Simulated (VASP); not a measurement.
Runs of VASP 6.6.1 on Os. Symmetry: P6_3/mmc, No. 194, hexagonal system. The conventional cell has a = 2.718 Å, b = 2.718 Å, c = 4.284 Å, α = 90.00°, β = 90.00°, γ = 120.00°. Within 3.5 Å of Os (site symmetry -6m2) lie 12 Os at 2.66 to 2.72 Å. 

```csv
k mesh,smearing,gap on the mesh (eV),pressure (GPa)
13 × 13 × 8,methfessel-paxton 0.2 eV,none,0.4
19 × 19 × 11,fermi-dirac 0.1 eV,none,0.5
13 × 13 × 8,gaussian 0.1 eV,none,0.4
13 × 13 × 8,fermi-dirac 0.6 eV,none,8.7
13 × 13 × 8,fermi-dirac 0.3 eV,none,(a)
14 × 14 × 8,fermi-dirac 0.1 eV,none,0.6
13 × 13 × 8,methfessel-paxton 0.01 eV,none,0.4
```

Alike in all rows: task single point; level LDA; potentials or basis VASP PAW LDA potentials, release 64 (Os_sv_GW); no spin polarisation; cell as given; cutoff (eV) 560.

Estimate the missing entries.

(a) 2.1.

Caveats: spin-orbit coupling is left out, which moves the levels of the heavy elements; so wide a smearing shifts energies and pressures (at least some runs); the stress differs along the axes, from 7 to 12 GPa (at least some runs).

A k mesh can miss the band edges, and the runs leave out spin-orbit coupling on Os.

A gap of «none» marks levels without a gap at the run's occupations.
